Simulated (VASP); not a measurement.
# BN (Qingsongite) in VASP: notebook

The runs below take BN (Qingsongite) through single point, with r2SCAN.

Everything below comes from runs of VASP 6.6.1. Logs are shortened: lines on timing, memory, paths and dates and some standing lists are left out, and cuts for length are marked.

## 1. The cell of the first run

The typed cell holds 2 atoms: a = 2.556 Å, b = 2.556 Å, c = 2.556 Å, α = 60.00°, β = 60.00°, γ = 60.00°.

## 2. Single point, r2SCAN

POSCAR reads:

```
BN
1.0
    0.0000000000      1.8075000000      1.8075000000
    1.8075000000      0.0000000000      1.8075000000
    1.8075000000      1.8075000000      0.0000000000
B N
1 1
Direct
    0.0336320766      0.0087686913     -0.0180075766
    0.2868230706      0.2235132529      0.2290896684
```

INCAR.step1 reads:

```
  PREC = Accurate
  ENCUT = 520
  ISMEAR = 0
  SIGMA = 0.01
  LREAL = F
  LASPH = T
  NELM = 60
  NBANDS = 11
  GGA = PE
  ALGO = Normal
  EDIFF = 1E-4
  LWAVE = T
  LCHARG = F
```

INCAR.step2 reads:

```
  PREC = Accurate
  ENCUT = 520
  EDIFF = 1E-6
  ISMEAR = 0
  SIGMA = 0.01
  LREAL = F
  LASPH = T
  NELM = 60
  ALGO = Normal
  ISIF = 2
  LWAVE = F
  LCHARG = F
  METAGGA = R2SCAN
  LMIXTAU = T
  NBANDS = 11
  ISTART = 1
```

KPOINTS reads:

```
regular mesh
0
Gamma
  7 7 7
```

Potentials or basis: VASP PAW PBE potentials, release 64 (B, N).

On the command line:

```bash
$ cat potpaw_PBE.64/B/POTCAR potpaw_PBE.64/N/POTCAR > POTCAR
$ cp INCAR.step1 INCAR
$ mpirun -np 1 vasp_std > vasp.out
$ cp INCAR.step2 INCAR
$ mpirun -np 1 vasp_std > vasp.out
```

OUTCAR:

```text
PREC = Accurate
   ENCUT = 520
   EDIFF = 1E-6
   ISMEAR = 0
   LREAL = F
   LASPH = T
   NELM = 60
   ISIF = 2
   METAGGA = R2SCAN
   ISTART = 1

 ion  position               nearest neighbor table
   1  0.034  0.009  0.982-   2 1.49   2 1.56   2 1.57   2 1.64
   2  0.287  0.224  0.229-   1 1.49   1 1.56   1 1.57   1 1.64

  LATTYP: Found a face centered cubic cell.
 ALAT       =     3.6150000000

  Lattice vectors:

 A1 = (   0.0000000000,   1.8075000000,   1.8075000000)
 A2 = (   1.8075000000,   0.0000000000,   1.8075000000)
 A3 = (   1.8075000000,   1.8075000000,   0.0000000000)

Analysis of symmetry for initial positions (statically):
=====================================================================
 Subroutine PRICEL returns:
 Original cell was already a primitive cell.

 Routine SETGRP: Setting up the symmetry group for a
 face centered cubic supercell.

 Subroutine GETGRP returns: Found  1 space group operations
 (whereof  1 operations were pure point group operations)
 out of a pool of 48 trial point group operations.

The static configuration has the point symmetry C_1 .

Analysis of symmetry for dynamics (positions and initial velocities):
=====================================================================
 Subroutine PRICEL returns:
 Original cell was already a primitive cell.

 Routine SETGRP: Setting up the symmetry group for a
 face centered cubic supercell.

 Subroutine GETGRP returns: Found  1 space group operations
 (whereof  1 operations were pure point group operations)
 out of a pool of 48 trial point group operations.

The dynamic configuration has the point symmetry C_1 .

 Subroutine INISYM returns: Found  1 space group operations
 (whereof  1 operations are pure point group operations),
 and found     1 'primitive' translations

----------------------------------------------------------------------------------------

                                     Primitive cell

  volume of cell :      11.8104

  direct lattice vectors                    reciprocal lattice vectors
     0.000000000  1.807500000  1.807500000    -0.276625173  0.276625173  0.276625173
     1.807500000  0.000000000  1.807500000     0.276625173 -0.276625173  0.276625173
     1.807500000  1.807500000  0.000000000     0.276625173  0.276625173 -0.276625173

  length of vectors
     2.556191014  2.556191014  2.556191014     0.479128854  0.479128854  0.479128854

  position of ions in fractional coordinates (direct lattice)
     0.033632077  0.008768691  0.981992423
     0.286823071  0.223513253  0.229089668

  ion indices of the primitive-cell ions
   primitive index   ion index
                 1           1
                 2           2

----------------------------------------------------------------------------------------

 KPOINTS: regular mesh

Automatic generation of k-mesh.
 Grid dimensions read from file:
 generate k-points for:    7    7    7

 Generating k-lattice:

  Cartesian coordinates                     Fractional coordinates (reciprocal lattice)
    -0.039517882  0.039517882  0.039517882     0.142857143  0.000000000  0.000000000
     0.039517882 -0.039517882  0.039517882     0.000000000  0.142857143  0.000000000
     0.039517882  0.039517882 -0.039517882     0.000000000  0.000000000  0.142857143

  Length of vectors
     0.068446979  0.068446979  0.068446979

  Shift w.r.t. Gamma in fractional coordinates (k-lattice)
     0.000000000  0.000000000  0.000000000

 Subroutine IBZKPT returns following result:
 ===========================================

 Found    172 irreducible k-points:

 Following reciprocal coordinates:
            Coordinates               Weight
  0.000000  0.000000  0.000000      1.000000
  0.142857  0.000000  0.000000      2.000000
  0.000000  0.142857  0.000000      2.000000
  0.000000  0.000000  0.142857      2.000000
  0.142857  0.142857  0.142857      2.000000
  0.285714  0.000000  0.000000      2.000000
[... 16 lines left out ...]
  0.142857 -0.142857 -0.142857      2.000000
  0.285714  0.285714  0.142857      2.000000
 [... further k-points ...]
   k-points           NKPTS =    172   k-points in BZ     NKDIM =    172   number of bands    NBANDS=     11
   number of dos      NEDOS =    301   number of ions     NIONS =      2
   total plane-waves  NPLWV =   8000
   dimension x,y,z NGX =    20 NGY =   20 NGZ =   20
   dimension x,y,z NGXF=    40 NGYF=   40 NGZF=   40
   ions per type =               1   1
   NGX,Y,Z   is equivalent  to a cutoff of  13.01, 13.01, 13.01 a.u.
   NGXF,Y,Z  is equivalent  to a cutoff of  26.01, 26.01, 26.01 a.u.
 SYSTEM =  unknown system
   PREC   = accura    normal or accurate (medium, high low for compatibility)
   ISTART =      1    job   : 0-new  1-cont  2-samecut
   ICHARG =      0    charge: 1-file 2-atom 10-const
   ISPIN  =      1    spin polarized calculation?
   LNONCOLLINEAR =      F non collinear calculations
   LSORBIT =      F    spin-orbit coupling
   LASPH  =      T    aspherical Exc in radial PAW
   ENCUT  =  520.0 eV  38.22 Ry    6.18 a.u.   4.75  4.75  4.75*2*pi/ulx,y,z
   NELM   =     60;   NELMIN=  2; NELMDL=  0     # of ELM steps
   EDIFF  = 0.1E-05   stopping-criterion for ELM
   LREAL  =      F    real-space projection
   EDIFFG = 0.1E-04   stopping-criterion for IOM
   NSW    =      0    number of steps for IOM
   IBRION =     -1    ionic relax: 0-MD 1-quasi-New 2-CG
   NFREE  =      0    steps in history (QN), initial steepest desc. (CG)
   ISIF   =      2    stress and relaxation
   ISYM   =      2    0-nonsym 1-usesym 2-fastsym
   POTIM  = 0.5000    time-step for ionic-motion
   TEBEG  =    0.0;   TEEND  =   0.0 temperature during run
   PSTRESS=    0.0 pullay stress
   NELECT =       8.0000    total number of electrons
   NUPDOWN=      -1.0000    fix difference up-down
   EMIN   =  10.00;   EMAX   =-10.00  energy-range for DOS
   EFERMI =   0.00;   METHOD = LEGACY
   ISMEAR =     0;   SIGMA  =   0.01  broadening in eV -4-tet -1-fermi 0-gaus
   EFERMI_NEDOS =   21; number of points for ismear=-14 and -15
   IALGO  =     38    algorithm
   IMIX   =      4    mixing-type and parameters
     AMIX     =   0.40;   BMIX     =  1.00
     AMIX_MAG =   1.60;   BMIX_MAG =  1.00
  volume/ion in A,a.u.               =       5.91        39.85
  Fermi-wavevector in a.u.,A,eV,Ry     =   1.437749  2.716952 28.124920  2.067123
  Thomas-Fermi vector in A             =   2.556793
   LORBIT       =      0    0 simple, 1 ext, 2 COOP (PROOUT), +10 PAW based schemes
   METAGGA = R2SCAN    functional components
   LHFCALC =     F    Hartree Fock is set to
   AEXX    =    0.0000 exact exchange contribution
   IVDW    =     0    specifies the selected vdW correction
   LEPSILON=     F    determine dielectric tensor
   LRPA    =     F    only Hartree local field effects (RPA)
 non-spin polarized calculation
 Gauss-broadening in eV      SIGMA  =   0.01
  energy-cutoff  :      520.00
  volume of cell :       11.81
 maximum number of plane-waves:       331
   NGX =  9   NGY =  9   NGZ =  9

 number of electron       8.0000000 magnetization

 Free energy of the ion-electron system (eV)
  ---------------------------------------------------
  ext. energy  EPLUGINS =         0.00000000
  ---------------------------------------------------
  free energy    TOTEN  =       -19.07276735 eV

  energy without entropy =      -19.07276735  energy(sigma->0) =      -19.07276735

 E-fermi :   8.2197     XC(G=0): -13.6451

 val. band max:        7.9860239748   @ k =   0.0000   0.0000   0.0000
 cond. band min:      12.3791594269   @ k =   0.4286   0.0000   0.4286
 fundamental gap:      4.3931354521
 Fermi energy:         8.2196690052

 k-point     1 :       0.0000    0.0000    0.0000
  band No.  band energies     occupation
      1     -14.0550      2.00000
      2       6.3465      2.00000
      3       7.2795      2.00000
      4       7.9860      2.00000
      5      16.2828      0.00000
      6      16.6946      0.00000
      7      17.4571      0.00000
      8      18.3772      0.00000
      9      33.2906      0.00000
     10      35.9775      0.00000
     11      35.9983      0.00000

 k-point     2 :       0.1429    0.0000    0.0000
  band No.  band energies     occupation
      1     -13.5451      2.00000
      2       4.6148      2.00000
      3       6.1796      2.00000
      4       7.4342      2.00000
      5      16.6559      0.00000
      6      17.2790      0.00000
      7      18.3954      0.00000
      8      19.9526      0.00000
      9      32.3007      0.00000
     10      32.5694      0.00000
     11      33.0663      0.00000

 k-point     3 :       0.0000    0.1429    0.0000
  band No.  band energies     occupation
      1     -13.5408      2.00000
      2       5.1788      2.00000
      3       6.0528      2.00000
      4       6.8585      2.00000
      5      17.0378      0.00000
      6      17.2365      0.00000
      7      18.2402      0.00000
      8      19.6537      0.00000
      9      32.6074      0.00000
     10      32.9405      0.00000
     11      33.0402      0.00000

 k-point     4 :       0.0000    0.0000    0.1429
  band No.  band energies     occupation
      1     -13.5444      2.00000
      2       4.7148      2.00000
      3       6.0881      2.00000
      4       7.4065      2.00000
      5      16.6188      0.00000
      6      17.3596      0.00000
      7      18.3964      0.00000
      8      19.8893      0.00000
      9      32.3326      0.00000
     10      32.6189      0.00000
     11      33.0912      0.00000
[... 239 lines left out ...]
 k-point    22 :       0.1429    0.2857    0.0000
  band No.  band energies     occupation
      1     -12.2275      2.00000
      2       2.2616      2.00000
      3       4.3638      2.00000
      4       5.3350      2.00000
      5      16.0608      0.00000
      6      19.6741      0.00000
      7      20.1918      0.00000
      8      20.9613      0.00000
      9      27.8320      0.00000
     10      35.0633      0.00000
     11      36.3433      0.00000

 k-point    23 :       0.1429   -0.1429   -0.1429
  band No.  band energies     occupation
      1     -12.2312      2.00000
      2       1.9754      2.00000
      3       4.6346      2.00000
      4       5.3935      2.00000
      5      16.0956      0.00000
      6      19.6546      0.00000
      7      20.5002      0.00000
      8      20.7869      0.00000
      9      27.7154      0.00000
     10      35.1385      0.00000
     11      36.1670      0.00000

 k-point    24 :       0.2857    0.2857    0.1429
  band No.  band energies     occupation
      1     -12.2432      2.00000
      2       1.5735      2.00000
      3       4.9571      2.00000
      4       5.5851      2.00000
      5      16.1386      0.00000
      6      19.4897      0.00000
      7      20.3032      0.00000
      8      21.5027      0.00000
      9      27.4827      0.00000
     10      34.8810      0.00000
     11      35.3287      0.00000

 [... further k-points ...]
[... 5 lines left out ...]
  --------------------------------------------------------------------------------------
  -------------------------------------------------------------------------------------
  Total        0.1083814      0.1538573      0.1209583      0.0522746      0.0614339      0.1865832
  in kB       14.7028183     20.8719849     16.4089647      7.0914693      8.3340060     25.3115181
  external PRESSURE =      17.3279226 kB  Pullay stress =       0.0000000 kB

 VOLUME and BASIS-vectors are now :
 -----------------------------------------------------------------------------
  energy-cutoff  :      520.00
  volume of cell :       11.81
      direct lattice vectors                 reciprocal lattice vectors
     0.000000000  1.807500000  1.807500000    -0.276625173  0.276625173  0.276625173
     1.807500000  0.000000000  1.807500000     0.276625173 -0.276625173  0.276625173
     1.807500000  1.807500000  0.000000000     0.276625173  0.276625173 -0.276625173

 POSITION                                       TOTAL-FORCE (eV/Angst)
 -----------------------------------------------------------------------------------
      1.79080      1.83574      0.07664        -1.660080     -0.371380     -1.401195
      0.81808      0.93251      0.92243         1.660080      0.371380      1.401195
 -----------------------------------------------------------------------------------
    total drift:                               -0.000108     -0.000132      0.000031

  FREE ENERGIE OF THE ION-ELECTRON SYSTEM (eV)
  ---------------------------------------------------
  free  energy   TOTEN  =       -19.0727673461 eV

  energy  without entropy=      -19.0727673461  energy(sigma->0) =      -19.07276735
```

Run time: 35 s. Hardware: 1 thread of Intel Xeon 6975P-C (Granite Rapids), shared host; peak memory 0.14 GiB.

Results:

- Free energy: -19.0728 eV
- Pressure: 1.7 GPa
- Largest force: 2.204 eV/Å
- Band gap on the k mesh: 4.39 eV, indirect (least direct gap 8.30 eV)

Forces in eV/Å, atoms in the order of the input:
```
B   -1.660 -0.371 -1.401
N    1.660  0.371  1.401
```

Caveat: the k points lie up to 0.43 Å⁻¹ apart; the PAW data sets were made with another functional, which shifts forces and pressure a little. A k mesh can miss the band edges.

## 3. Single point, r2SCAN

POSCAR reads:

```
BN
1.0
    0.0000000000      1.8075000000      1.8075000000
    1.8075000000      0.0000000000      1.8075000000
    1.8075000000      1.8075000000      0.0000000000
B N
1 1
Direct
    0.0331752566     -0.0018313727     -0.0205051270
    0.2872798709      0.2341132847      0.2315872571
```

INCAR.step1 reads:

```
SYSTEM = BN
PREC     = Accurate       ! precision mode
ENCUT    = 520            ! plane-wave cutoff, eV
ISMEAR   = 0              ! smearing method
SIGMA    = 0.01           ! smearing width, eV
LREAL    = .False.        ! projectors in reciprocal space
LASPH    = .True.         ! aspherical terms in the spheres
NELM     = 100            ! most SCF steps
NBANDS   = 11             ! bands
GGA      = PE             ! functional
ALGO     = Normal         ! electronic algorithm
EDIFF    = 1E-4           ! SCF threshold, eV
LWAVE    = .True.         ! write WAVECAR
LCHARG   = .False.        ! write CHGCAR
```

INCAR.step2 reads:

```
SYSTEM = BN
PREC     = Accurate       ! precision mode
ENCUT    = 520            ! plane-wave cutoff, eV
EDIFF    = 1E-6           ! SCF threshold, eV
ISMEAR   = 0              ! smearing method
SIGMA    = 0.01           ! smearing width, eV
LREAL    = .False.        ! projectors in reciprocal space
LASPH    = .True.         ! aspherical terms in the spheres
NELM     = 100            ! most SCF steps
ALGO     = Normal         ! electronic algorithm
ISIF     = 2              ! what is computed and relaxed
LWAVE    = .False.        ! write WAVECAR
LCHARG   = .False.        ! write CHGCAR
METAGGA  = R2SCAN         ! meta-GGA
LMIXTAU  = .True.       
NBANDS   = 11             ! bands
ISTART   = 1
```

KPOINTS reads:

```
Automatic mesh
0
Gamma
  7 7 7
  0 0 0
```

Potentials or basis: VASP PAW PBE potentials, release 64 (B, N).

On the command line:

```bash
$ cat potpaw_PBE.64/B/POTCAR potpaw_PBE.64/N/POTCAR > POTCAR
$ cp INCAR.step1 INCAR
$ mpirun -np 1 vasp_std > vasp.out
$ cp INCAR.step2 INCAR
$ mpirun -np 1 vasp_std > vasp.out
```

Wall time 32 s (1 thread of Intel Xeon 6975P-C (Granite Rapids), shared host); peak memory 0.13 GiB.

It converged, with:

```
Free energy            : -19.1601 eV
Pressure               : -0.4 GPa
Largest force          : 0.693 eV/Å
Band gap on the k mesh : 4.92 eV, indirect (least direct gap 9.00 eV)
```

Forces in eV/Å, atoms in the order of the input:
```
B   -0.504  0.234 -0.413
N    0.504 -0.234  0.413
```

Stress tensor (GPa, compression positive):
```
-0.40  0.05  0.12
 0.05 -0.36  0.12
 0.12  0.12 -0.38
```

Levels at points of the mesh, in eV from the valence-band top:
| k point | band 2 | band 3 | band 4 | band 5 | band 6 | band 7 |
| --- | --- | --- | --- | --- | --- | --- |
| (0.00, 0.00, 0.00) | -0.53 | -0.40 | 0.00 | 9.00 | 9.29 | 9.39 |

Caveat: the k points lie up to 0.43 Å⁻¹ apart; the PAW data sets were made with another functional, which shifts forces and pressure a little. r2SCAN opens gaps a little over a GGA but as a rule still falls short of measured ones.

## 4. Single point, r2SCAN

POSCAR reads:

```
BN
1.0
    0.0000000000      1.8075000000      1.8075000000
    1.8075000000      0.0000000000      1.8075000000
    1.8075000000      1.8075000000      0.0000000000
B N
1 1
Direct
    0.0349214913     -0.0085525112     -0.0198472842
    0.2855336143      0.2408343804      0.2309294784
```

INCAR.step1 reads:

```
PREC = Accurate
ENCUT = 520
ISMEAR = 0
SIGMA = 0.01
LREAL = False
LASPH = True
NELM = 100
NBANDS = 11
GGA = PE
ALGO = Normal
EDIFF = 1E-4
LWAVE = True
LCHARG = False
```

INCAR.step2 reads:

```
PREC = Accurate
ENCUT = 520
EDIFF = 1E-6
ISMEAR = 0
SIGMA = 0.01
LREAL = False
LASPH = True
NELM = 100
ALGO = Normal
ISIF = 2
LWAVE = False
LCHARG = True
METAGGA = R2SCAN
LMIXTAU = True
LELF = True
LVHAR = True
NBANDS = 11
ISTART = 1
```

KPOINTS reads:

```
Automatic mesh
0
Gamma
  7 7 7
```

On the command line:

```bash
$ cat potpaw_PBE.64/B/POTCAR potpaw_PBE.64/N/POTCAR > POTCAR
$ cp INCAR.step1 INCAR
$ mpirun -np 1 vasp_std > vasp.out
$ cp INCAR.step2 INCAR
$ mpirun -np 1 vasp_std > vasp.out
```

Wall time 31 s (1 thread of Intel Xeon 6975P-C (Granite Rapids), shared host); peak memory 0.13 GiB.

Results (log left out):

```yaml
Free_energy: -19.1707 eV
Pressure: -0.6 GPa
Largest_force: 0.061 eV/Å
Band_gap_on_the_k_mesh: 5.21 eV, indirect (least direct gap 9.48 eV)
```

Forces in eV/Å, atoms in the order of the input:
```
B    0.007  0.061  0.000
N   -0.007 -0.061  0.000
```

Levels at points of the mesh, in eV from the valence-band top:
```csv
k point,band 1,band 2,band 3,band 4,band 5,band 6,band 7,band 8,band 9
"(0.00, 0.00, 0.00)",-21.32,-0.05,-0.02,0.00,9.48,9.50,9.52,11.04,26.11
```

Caveat: the k points lie up to 0.43 Å⁻¹ apart; the PAW data sets were made with another functional, which shifts forces and pressure a little. r2SCAN opens gaps a little over a GGA but as a rule still falls short of measured ones.

## 5. Single point, r2SCAN

POSCAR reads:

```
BN
1.0
    0.0000000000      1.8075000000      1.8075000000
    1.8075000000      0.0000000000      1.8075000000
    1.8075000000      1.8075000000      0.0000000000
B N
1 1
Direct
    0.0351293593     -0.0088124478     -0.0195898989
    0.2853257119      0.2410943420      0.2306721193
```

INCAR.step1 reads:

```
SYSTEM = BN
ALGO = Normal
EDIFF = 1E-4
ENCUT = 520
GGA = PE
ISMEAR = 0
LASPH = .TRUE.
LCHARG = .FALSE.
LREAL = .FALSE.
LWAVE = .TRUE.
NBANDS = 11
NELM = 80
PREC = Accurate
SIGMA = 0.01
```

INCAR.step2 reads:

```
SYSTEM = BN
ALGO = Normal
EDIFF = 1E-6
ENCUT = 520
ISIF = 2
ISMEAR = 0
ISTART = 1
LASPH = .TRUE.
LCHARG = .FALSE.
LMIXTAU = .TRUE.
LREAL = .FALSE.
LWAVE = .FALSE.
METAGGA = R2SCAN
NBANDS = 11
NELM = 80
PREC = Accurate
SIGMA = 0.01
```

KPOINTS reads:

```
k-points
0
G
  7 7 7
  0 0 0
```

On the command line:

```bash
$ cat potpaw_PBE.64/B/POTCAR potpaw_PBE.64/N/POTCAR > POTCAR
$ cp INCAR.step1 INCAR
$ mpirun -np 1 vasp_std > vasp.out
$ cp INCAR.step2 INCAR
$ mpirun -np 1 vasp_std > vasp.out
```

Run time: 35 s. Hardware: 1 thread of Intel Xeon 6975P-C (Granite Rapids), shared host; peak memory 0.13 GiB.

It converged, with:

```yaml
Free_energy: -19.1707 eV
Pressure: -0.6 GPa
Largest_force: 0.022 eV/Å
Band_gap_on_the_k_mesh: 5.23 eV, indirect (least direct gap 9.51 eV)
```

Forces on the atoms (eV/Å):
```
B    0.007  0.020  0.005
N   -0.007 -0.020 -0.005
```

Levels at points of the mesh, in eV from the valence-band top:
```csv
k point,band 1,band 2,band 3,band 4,band 5,band 6,band 7,band 8
"(0.00, 0.00, 0.00)",-21.30,-0.02,-0.01,0.00,9.51,9.52,9.52,11.05
```

Caveat: the k points lie up to 0.43 Å⁻¹ apart; the PAW data sets were made with another functional, which shifts forces and pressure a little. A k mesh can miss the band edges.
